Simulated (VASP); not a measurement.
# TiO2 (I4_1/amd) in VASP: further runs

TiO2 is run at these levels: r2SCAN+U; tasks: single point.

Program: VASP 6.6.1. These are calculated values, not measurements. Logs are shortened: lines on timing, memory, paths and dates and some standing lists are left out, and cuts for length are marked.

### 1 The cell of the first run

Symmetry: I4_1/amd, No. 141, tetragonal system. Conventional cell: a = 3.797 Å, b = 3.797 Å, c = 10.748 Å, α = 90.00°, β = 90.00°, γ = 90.00°. Within 2.6 Å of Ti (site symmetry -4m2) lie 6 O at 1.96 to 2.22 Å. O (site symmetry 2mm) has 3 Ti at 1.96 to 2.22 Å and 2 O at 2.58 Å within 2.6 Å.

### 2 Single point, r2SCAN+U (strain +0.1125 x Voigt [0, 0, 1, 0, 0, 0])

File POSCAR:

```
TiO2
1.0
   -1.8983179345      1.8983179345      5.3741547464
    1.8983179345     -1.8983179345      5.3741547464
    1.8983179345      1.8983179345     -5.3741547464
Ti O
2 4
Direct
    0.0000000000      0.0000000000      0.0000000000
    0.7500000000      0.2500000000      0.5000000000
    0.2061136456      0.2061136456      0.0000000000
    0.9561136456      0.4561136456      0.5000000000
    0.5438863544      0.0438863544      0.5000000000
    0.7938863544      0.7938863544      0.0000000000
```

File INCAR.step1:

```
SYSTEM = TiO2
  ALGO = Normal
  EDIFF = 1E-4
  ENCUT = 520
  GGA = PE
  ISMEAR = 0
  LASPH = .True.
  LCHARG = .False.
  LDAU = .True.
  LDAUJ = 0 0
  LDAUL = 2 -1
  LDAUTYPE = 2
  LDAUU = 4 0
  LMAXMIX = 4
  LREAL = .False.
  LWAVE = .True.
  NBANDS = 33
  NELM = 150
  PREC = Accurate
  SIGMA = 0.05
```

File INCAR.step2:

```
SYSTEM = TiO2
  ALGO = Normal
  EDIFF = 1E-7
  ENCUT = 520
  ISIF = 2
  ISMEAR = 0
  ISTART = 1
  LASPH = .True.
  LCHARG = .True.
  LDAU = .True.
  LDAUJ = 0 0
  LDAUL = 2 -1
  LDAUPRINT = 1
  LDAUTYPE = 2
  LDAUU = 4 0
  LELF = .True.
  LMAXMIX = 4
  LMIXTAU = .True.
  LREAL = .False.
  LVHAR = .True.
  LWAVE = .False.
  METAGGA = R2SCAN
  NBANDS = 33
  NELM = 150
  PREC = Accurate
  SIGMA = 0.05
```

File KPOINTS:

```
k-points
0
Gamma
  8 8 8
  0 0 0
```

Potentials or basis: VASP PAW PBE potentials, release 64 (Ti_sv, O).

Command:

```console
cat potpaw_PBE.64/Ti_sv/POTCAR potpaw_PBE.64/O/POTCAR > POTCAR
cp INCAR.step1 INCAR
mpirun -np 1 vasp_std > vasp.out
cp INCAR.step2 INCAR
mpirun -np 1 vasp_std > vasp.out
```

OUTCAR:

```text
SYSTEM = TiO2
   EDIFF = 1E-7
   ENCUT = 520
   ISIF = 2
   ISMEAR = 0
   ISTART = 1
   LASPH = .True.
   LREAL = .False.
   METAGGA = R2SCAN
   NELM = 150
   PREC = Accurate

 ion  position               nearest neighbor table
   1  0.000  0.000  0.000-   5 1.96   4 1.96   5 1.96   4 1.96   3 2.22   6 2.22
   2  0.750  0.250  0.500-   6 1.96   3 1.96   6 1.96   3 1.96   4 2.22   5 2.22
   3  0.206  0.206  0.000-   2 1.96   2 1.96   1 2.22
   4  0.956  0.456  0.500-   1 1.96   1 1.96   2 2.22
   5  0.544  0.044  0.500-   1 1.96   1 1.96   2 2.22
   6  0.794  0.794  0.000-   2 1.96   2 1.96   1 2.22

  LATTYP: Found a body centered tetragonal cell.
 ALAT       =     3.7966358690
 C/A-ratio  =     2.8310087835

  Lattice vectors:

 A1 = (  -1.8983179345,   1.8983179345,   5.3741547464)
 A2 = (   1.8983179345,  -1.8983179345,   5.3741547464)
 A3 = (   1.8983179345,   1.8983179345,  -5.3741547464)

Analysis of symmetry for initial positions (statically):
=====================================================================
 Subroutine PRICEL returns:
 Original cell was already a primitive cell.

 Routine SETGRP: Setting up the symmetry group for a
 body centered tetragonal supercell.

 Subroutine GETGRP returns: Found 16 space group operations
 (whereof  8 operations were pure point group operations)
 out of a pool of 16 trial point group operations.

The static configuration has the point symmetry D_2d.
 The point group associated with its full space group is D_4h.

Analysis of symmetry for dynamics (positions and initial velocities):
=====================================================================
 Subroutine PRICEL returns:
 Original cell was already a primitive cell.

 Routine SETGRP: Setting up the symmetry group for a
 body centered tetragonal supercell.

 Subroutine GETGRP returns: Found 16 space group operations
 (whereof  8 operations were pure point group operations)
 out of a pool of 16 trial point group operations.

The dynamic configuration has the point symmetry D_2d.
 The point group associated with its full space group is D_4h.

 Subroutine INISYM returns: Found 16 space group operations
 (whereof  8 operations are pure point group operations),
 and found     1 'primitive' translations

----------------------------------------------------------------------------------------

                                     Primitive cell

  volume of cell :      77.4655

  direct lattice vectors                    reciprocal lattice vectors
    -1.898317935  1.898317935  5.374154746     0.000000000  0.263391074  0.093037887
     1.898317935 -1.898317935  5.374154746     0.263391074  0.000000000  0.093037887
     1.898317935  1.898317935 -5.374154746     0.263391074  0.263391074  0.000000000

  length of vectors
     6.007392213  6.007392213  6.007392213     0.279340127  0.279340127  0.372491229

  position of ions in fractional coordinates (direct lattice)
     0.000000000  0.000000000  0.000000000
     0.750000000  0.250000000  0.500000000
     0.206113646  0.206113646  0.000000000
     0.956113646  0.456113646  0.500000000
     0.543886354  0.043886354  0.500000000
     0.793886354  0.793886354  0.000000000

  ion indices of the primitive-cell ions
   primitive index   ion index
                 1           1
                 2           2
                 3           3
                 4           4
                 5           5
                 6           6

----------------------------------------------------------------------------------------

 KPOINTS: k-points

Automatic generation of k-mesh.
 Grid dimensions read from file:
 generate k-points for:    8    8    8

 Generating k-lattice:
[... 68 lines left out ...]
   ISIF   =      2    stress and relaxation
   ISYM   =      2    0-nonsym 1-usesym 2-fastsym
   POTIM  = 0.5000    time-step for ionic-motion
   TEBEG  =    0.0;   TEEND  =   0.0 temperature during run
   PSTRESS=    0.0 pullay stress
   NELECT =      48.0000    total number of electrons
   NUPDOWN=      -1.0000    fix difference up-down
   EMIN   =  10.00;   EMAX   =-10.00  energy-range for DOS
   EFERMI =   0.00;   METHOD = LEGACY
   ISMEAR =     0;   SIGMA  =   0.05  broadening in eV -4-tet -1-fermi 0-gaus
   EFERMI_NEDOS =   21; number of points for ismear=-14 and -15
   IALGO  =     38    algorithm
   IMIX   =      4    mixing-type and parameters
     AMIX     =   0.40;   BMIX     =  1.00
     AMIX_MAG =   1.60;   BMIX_MAG =  1.00
  volume/ion in A,a.u.               =      12.91        87.13
  Fermi-wavevector in a.u.,A,eV,Ry     =   1.395680  2.637453 26.503101  1.947923
  Thomas-Fermi vector in A             =   2.519108
   LORBIT       =      0    0 simple, 1 ext, 2 COOP (PROOUT), +10 PAW based schemes
 LDA+U is selected, type is set to LDAUTYPE =  2
   angular momentum for each species LDAUL =     2   -1
   U (eV)           for each species LDAUU =   4.0  0.0
   J (eV)           for each species LDAUJ =   0.0  0.0
   METAGGA = R2SCAN    functional components
   LHFCALC =     F    Hartree Fock is set to
   AEXX    =    0.0000 exact exchange contribution
   IVDW    =     0    specifies the selected vdW correction
   LEPSILON=     F    determine dielectric tensor
   LRPA    =     F    only Hartree local field effects (RPA)
 non-spin polarized calculation
 Gauss-broadening in eV      SIGMA  =   0.05
  energy-cutoff  :      520.00
  volume of cell :       77.47
 maximum number of plane-waves:      2105
 NGX is ok and might be reduce to    48
   NGX = 23   NGY = 23   NGZ = 23

atom =   1  type =  1  l = 2

 onsite density matrix

spin component  1

  0.1076  0.0000  0.0000 -0.0000 -0.0000
  0.0000  0.0923  0.0000  0.0000 -0.0000
  0.0000  0.0000  0.1833  0.0000  0.0000
 -0.0000  0.0000  0.0000  0.0923 -0.0000
 -0.0000 -0.0000  0.0000 -0.0000  0.2522

spin component  2

  0.1076  0.0000  0.0000 -0.0000 -0.0000
  0.0000  0.0923  0.0000  0.0000 -0.0000
  0.0000  0.0000  0.1833  0.0000  0.0000
 -0.0000  0.0000  0.0000  0.0923 -0.0000
 -0.0000 -0.0000  0.0000 -0.0000  0.2522

 occupancies and eigenvectors

  o =  0.0923  v =  0.0000 -0.2485  0.0000  0.9686  0.0000  0.0000  0.0000  0.0000  0.0000  0.0000      0.0000  0.0000  0.0000  0.0000  0.0000  0.0000  0.0000  0.0000  0.0000  0.0000
  o =  0.0923  v =  0.0000  0.0000  0.0000  0.0000  0.0000  0.0000 -0.2485  0.0000  0.9686  0.0000      0.0000  0.0000  0.0000  0.0000  0.0000  0.0000  0.0000  0.0000  0.0000  0.0000
  o =  0.0923  v =  0.0000  0.9686  0.0000  0.2485  0.0000  0.0000  0.0000  0.0000  0.0000  0.0000      0.0000  0.0000  0.0000  0.0000  0.0000  0.0000  0.0000  0.0000  0.0000  0.0000
  o =  0.0923  v =  0.0000  0.0000  0.0000  0.0000  0.0000  0.0000  0.9686  0.0000  0.2485  0.0000      0.0000  0.0000  0.0000  0.0000  0.0000  0.0000  0.0000  0.0000  0.0000  0.0000
  o =  0.1076  v =  0.0000  0.0000  0.0000  0.0000  0.0000  1.0000  0.0000  0.0000  0.0000  0.0000      0.0000  0.0000  0.0000  0.0000  0.0000  0.0000  0.0000  0.0000  0.0000  0.0000
  o =  0.1076  v =  1.0000  0.0000  0.0000  0.0000  0.0000  0.0000  0.0000  0.0000  0.0000  0.0000      0.0000  0.0000  0.0000  0.0000  0.0000  0.0000  0.0000  0.0000  0.0000  0.0000
  o =  0.1833  v =  0.0000 -0.0000  1.0000 -0.0000 -0.0000  0.0000  0.0000  0.0000  0.0000  0.0000      0.0000  0.0000  0.0000  0.0000  0.0000  0.0000  0.0000  0.0000  0.0000  0.0000
  o =  0.1833  v =  0.0000  0.0000  0.0000  0.0000  0.0000  0.0000 -0.0000  1.0000 -0.0000 -0.0000      0.0000  0.0000  0.0000  0.0000  0.0000  0.0000  0.0000  0.0000  0.0000  0.0000
  o =  0.2522  v =  0.0000  0.0000  0.0000  0.0000  0.0000  0.0000 -0.0000  0.0000 -0.0000  1.0000      0.0000  0.0000  0.0000  0.0000  0.0000  0.0000  0.0000  0.0000  0.0000  0.0000
  o =  0.2522  v =  0.0000 -0.0000  0.0000 -0.0000  1.0000  0.0000  0.0000  0.0000  0.0000  0.0000      0.0000  0.0000  0.0000  0.0000  0.0000  0.0000  0.0000  0.0000  0.0000  0.0000

atom =   2  type =  1  l = 2

 onsite density matrix

spin component  1

  0.1076  0.0000  0.0000 -0.0000  0.0000
  0.0000  0.0923  0.0000  0.0000  0.0000
  0.0000  0.0000  0.1833  0.0000 -0.0000
 -0.0000  0.0000  0.0000  0.0923  0.0000
  0.0000  0.0000 -0.0000  0.0000  0.2522

spin component  2

  0.1076  0.0000  0.0000 -0.0000  0.0000
  0.0000  0.0923  0.0000  0.0000  0.0000
  0.0000  0.0000  0.1833  0.0000 -0.0000
 -0.0000  0.0000  0.0000  0.0923  0.0000
  0.0000  0.0000 -0.0000  0.0000  0.2522

 occupancies and eigenvectors

  o =  0.0923  v =  0.0000  0.9990 -0.0000 -0.0436 -0.0000  0.0000  0.0000  0.0000  0.0000  0.0000      0.0000  0.0000  0.0000  0.0000  0.0000  0.0000  0.0000  0.0000  0.0000  0.0000
  o =  0.0923  v =  0.0000  0.0000  0.0000  0.0000  0.0000  0.0000  0.9990 -0.0000 -0.0436 -0.0000      0.0000  0.0000  0.0000  0.0000  0.0000  0.0000  0.0000  0.0000  0.0000  0.0000
  o =  0.0923  v =  0.0000  0.0000  0.0000  0.0000  0.0000  0.0000  0.0436  0.0000  0.9990 -0.0000      0.0000  0.0000  0.0000  0.0000  0.0000  0.0000  0.0000  0.0000  0.0000  0.0000
  o =  0.0923  v =  0.0000  0.0436  0.0000  0.9990 -0.0000  0.0000  0.0000  0.0000  0.0000  0.0000      0.0000  0.0000  0.0000  0.0000  0.0000  0.0000  0.0000  0.0000  0.0000  0.0000
  o =  0.1076  v =  1.0000  0.0000  0.0000  0.0000  0.0000  0.0000  0.0000  0.0000  0.0000  0.0000      0.0000  0.0000  0.0000  0.0000  0.0000  0.0000  0.0000  0.0000  0.0000  0.0000
  o =  0.1076  v =  0.0000  0.0000  0.0000  0.0000  0.0000  1.0000  0.0000  0.0000  0.0000  0.0000      0.0000  0.0000  0.0000  0.0000  0.0000  0.0000  0.0000  0.0000  0.0000  0.0000
  o =  0.1833  v =  0.0000  0.0000  0.0000  0.0000  0.0000  0.0000  0.0000  1.0000 -0.0000  0.0000      0.0000  0.0000  0.0000  0.0000  0.0000  0.0000  0.0000  0.0000  0.0000  0.0000
  o =  0.1833  v =  0.0000  0.0000  1.0000 -0.0000  0.0000  0.0000  0.0000  0.0000  0.0000  0.0000      0.0000  0.0000  0.0000  0.0000  0.0000  0.0000  0.0000  0.0000  0.0000  0.0000
  o =  0.2522  v =  0.0000  0.0000 -0.0000  0.0000  1.0000  0.0000  0.0000  0.0000  0.0000  0.0000      0.0000  0.0000  0.0000  0.0000  0.0000  0.0000  0.0000  0.0000  0.0000  0.0000
  o =  0.2522  v =  0.0000  0.0000  0.0000  0.0000  0.0000  0.0000  0.0000 -0.0000  0.0000  1.0000      0.0000  0.0000  0.0000  0.0000  0.0000  0.0000  0.0000  0.0000  0.0000  0.0000

 number of electron      48.0000003 magnetization

 Free energy of the ion-electron system (eV)
  ---------------------------------------------------
  ext. energy  EPLUGINS =         0.00000000
  ---------------------------------------------------
  free energy    TOTEN  =       -64.01703634 eV

  energy without entropy =      -64.01703634  energy(sigma->0) =      -64.01703634

 E-fermi :   2.5985     XC(G=0): -10.7899

 val. band max:        2.3231427377   @ k =  -0.3750   0.3750   0.0000
 cond. band min:       5.2416567793   @ k =   0.0000   0.0000   0.0000
 fundamental gap:      2.9185140416
 Fermi energy:         2.5984928062

 k-point     1 :       0.0000    0.0000    0.0000
  band No.  band energies     occupation
      1     -57.8657      2.00000
      2     -57.8462      2.00000
      3     -33.0850      2.00000
      4     -32.9159      2.00000
      5     -32.8974      2.00000
      6     -32.8974      2.00000
[... 853 lines left out ...]
     32       7.7803      0.00000
     33       8.9276      0.00000

 [... further k-points ...]

------------------------ aborting loop because EDIFF is reached ----------------------------------------

  FORCE on cell =-STRESS in cart. coord.  units (eV):
  Direction    XX          YY          ZZ          XY          YZ          ZX
  --------------------------------------------------------------------------------------
  -------------------------------------------------------------------------------------
  Total       -3.9257501     -3.9257501    -11.4177393      0.0000000      0.0000000      0.0000000
  in kB      -81.1942302    -81.1942302   -236.1471155      0.0000000      0.0000000      0.0000000
  external PRESSURE =    -132.8451920 kB  Pullay stress =       0.0000000 kB

 VOLUME and BASIS-vectors are now :
 -----------------------------------------------------------------------------
  energy-cutoff  :      520.00
  volume of cell :       77.47
      direct lattice vectors                 reciprocal lattice vectors
    -1.898317935  1.898317935  5.374154746     0.000000000  0.263391074  0.093037887
     1.898317935 -1.898317935  5.374154746     0.263391074  0.000000000  0.093037887
     1.898317935  1.898317935 -5.374154746     0.263391074  0.263391074  0.000000000

 POSITION                                       TOTAL-FORCE (eV/Angst)
 -----------------------------------------------------------------------------------
      0.00000      0.00000      0.00000        -0.000000     -0.000000      0.000000
     -0.00000      1.89832      2.68708        -0.000000     -0.000000      0.000000
      0.00000      0.00000      2.21537        -0.000000      0.000000     -0.922607
      0.00000      1.89832      4.90245         0.000000     -0.000000     -0.922607
     -0.00000      1.89832      0.47170         0.000000     -0.000000      0.922607
      0.00000      0.00000      8.53294        -0.000000      0.000000      0.922607
 -----------------------------------------------------------------------------------
    total drift:                                0.000000     -0.000000      0.000000

  FREE ENERGIE OF THE ION-ELECTRON SYSTEM (eV)
  ---------------------------------------------------
  free  energy   TOTEN  =       -64.0170363391 eV

  energy  without entropy=      -64.0170363391  energy(sigma->0) =      -64.01703634
```

Run time: 40 min. Hardware: 1 thread of Oxide Virtual Turin-like, shared host; peak memory 0.39 GiB.

What came out:

```yaml
Free_energy: -64.0170 eV
Pressure: -13.3 GPa
Largest_force: 0.923 eV/Å
Band_gap_on_the_k_mesh: 2.92 eV (least direct gap 3.26 eV)
```

Forces in eV/Å, atoms in the order of the input:
```
Ti   0.000  0.000  0.000
Ti   0.000  0.000  0.000
O    0.000  0.000 -0.923
O    0.000  0.000 -0.923
O    0.000  0.000  0.923
O    0.000  0.000  0.923
```

Levels at points of the mesh, in eV from the valence-band top:
```csv
k point,band 20,band 21,band 22,band 23,band 24,band 25,band 26,band 27,band 28,band 29
"(0.00, 0.00, 0.00)",-1.22,-1.22,-1.07,-0.45,-0.45,2.92,3.31,4.20,4.43,4.43
"(0.50, 0.00, 0.00)",-1.70,-1.68,-1.38,-0.86,-0.83,3.71,3.83,3.89,4.06,4.60
"(0.50, 0.50, 0.00)",-2.33,-2.02,-2.02,-0.05,-0.05,3.49,3.49,3.94,3.94,5.22
"(0.50, 0.50, 0.50)",-1.62,-1.45,-1.45,-0.28,-0.28,3.11,3.11,4.28,4.28,4.46
```

Eigenvalues of the final occupation matrices:
| site | spin | trace | eigenvalues |
| --- | --- | --- | --- |
| site 1 d | 1 | 0.73 | 0.09 0.09 0.11 0.18 0.25 |
| site 1 d | 2 | 0.73 | 0.09 0.09 0.11 0.18 0.25 |
| site 2 d | 1 | 0.73 | 0.09 0.09 0.11 0.18 0.25 |
| site 2 d | 2 | 0.73 | 0.09 0.09 0.11 0.18 0.25 |

Caveat: the cell differs from its parent crystal (strain +0.1125 x Voigt [0, 0, 1, 0, 0, 0]); the stress differs along the axes, from -24 to -8 GPa; the PAW data sets were made with another functional, which shifts forces and pressure a little.

### 3 Single point, r2SCAN+U (strain +0.1500 x Voigt [0, 0, 1, 0, 0, 0])

POSCAR: that of step 2 with these lines changed.

```diff
@@ -2,5 +2,5 @@
 1.0
-   -1.8983179345      1.8983179345      5.3741547464
-    1.8983179345     -1.8983179345      5.3741547464
-    1.8983179345      1.8983179345     -5.3741547464
+   -1.8983179345      1.8983179345      5.5553060299
+    1.8983179345     -1.8983179345      5.5553060299
+    1.8983179345      1.8983179345     -5.5553060299
 Ti O
```

File INCAR.step1:

```
SYSTEM = TiO2
PREC = Accurate ; ENCUT = 520
ISMEAR = 0 ; SIGMA = 0.05
LREAL = .FALSE. ; LASPH = .TRUE.
NELM = 150 ; LMAXMIX = 4
LDAU = .TRUE. ; LDAUTYPE = 2
LDAUL = 2 -1 ; LDAUU = 4 0
LDAUJ = 0 0 ; NBANDS = 33
GGA = PE ; ALGO = Normal
EDIFF = 1E-4 ; LWAVE = .TRUE.
LCHARG = .FALSE.
```

File INCAR.step2:

```
SYSTEM = TiO2
PREC = Accurate ; ENCUT = 520
EDIFF = 1E-6 ; ISMEAR = 0
SIGMA = 0.05 ; LREAL = .FALSE.
LASPH = .TRUE. ; NELM = 150
ALGO = Normal ; ISIF = 2
LWAVE = .FALSE. ; LCHARG = .FALSE.
LMAXMIX = 4 ; LDAU = .TRUE.
LDAUTYPE = 2 ; LDAUL = 2 -1
LDAUU = 4 0 ; LDAUJ = 0 0
LDAUPRINT = 1 ; METAGGA = R2SCAN
LMIXTAU = .TRUE. ; NBANDS = 33
ISTART = 1
```

File KPOINTS:

```
regular mesh
0
G
  8 8 8
  0 0 0
```

Potentials or basis: VASP PAW PBE potentials, release 64 (Ti_sv, O).

Command:

```console
cat potpaw_PBE.64/Ti_sv/POTCAR potpaw_PBE.64/O/POTCAR > POTCAR
cp INCAR.step1 INCAR
mpirun -np 1 vasp_std > vasp.out
cp INCAR.step2 INCAR
mpirun -np 1 vasp_std > vasp.out
```

Run time: 31 min. Hardware: 1 thread of Oxide Virtual Turin-like, shared host; peak memory 0.38 GiB.

It converged, with:

```yaml
Free_energy: -63.6113 eV
Pressure: -16.5 GPa
Largest_force: 0.953 eV/Å
Band_gap_on_the_k_mesh: 2.84 eV (least direct gap 3.05 eV)
```

Forces in eV/Å, atoms in the order of the input:
```
Ti   0.000  0.000  0.000
Ti   0.000  0.000  0.000
O    0.000  0.000 -0.953
O    0.000  0.000 -0.953
O    0.000  0.000  0.953
O    0.000  0.000  0.953
```

Stress tensor (GPa, compression positive):
```
-11.56   0.00   0.00
  0.00 -11.56   0.00
  0.00   0.00 -26.36
```

Levels at points of the mesh, in eV from the valence-band top:
```csv
k point,band 22,band 23,band 24,band 25,band 26,band 27
"(0.00, 0.00, 0.00)",-1.12,-0.47,-0.47,2.84,3.16,3.88
"(0.50, 0.00, 0.00)",-1.53,-0.88,-0.82,3.51,3.62,3.81
"(0.50, 0.50, 0.00)",-2.00,-0.05,-0.05,3.28,3.28,3.73
"(0.50, 0.50, 0.50)",-1.43,-0.34,-0.34,3.00,3.00,4.18
```

Eigenvalues of the final occupation matrices:
| site | spin | trace | eigenvalues |
| --- | --- | --- | --- |
| site 1 d | 1 | 0.72 | 0.09 0.09 0.11 0.17 0.25 |
| site 1 d | 2 | 0.72 | 0.09 0.09 0.11 0.17 0.25 |
| site 2 d | 1 | 0.72 | 0.09 0.09 0.11 0.17 0.25 |
| site 2 d | 2 | 0.72 | 0.09 0.09 0.11 0.17 0.25 |

Caveat: the cell differs from its parent crystal (strain +0.1500 x Voigt [0, 0, 1, 0, 0, 0]); the stress differs along the axes, from -26 to -12 GPa; the PAW data sets were made with another functional, which shifts forces and pressure a little.
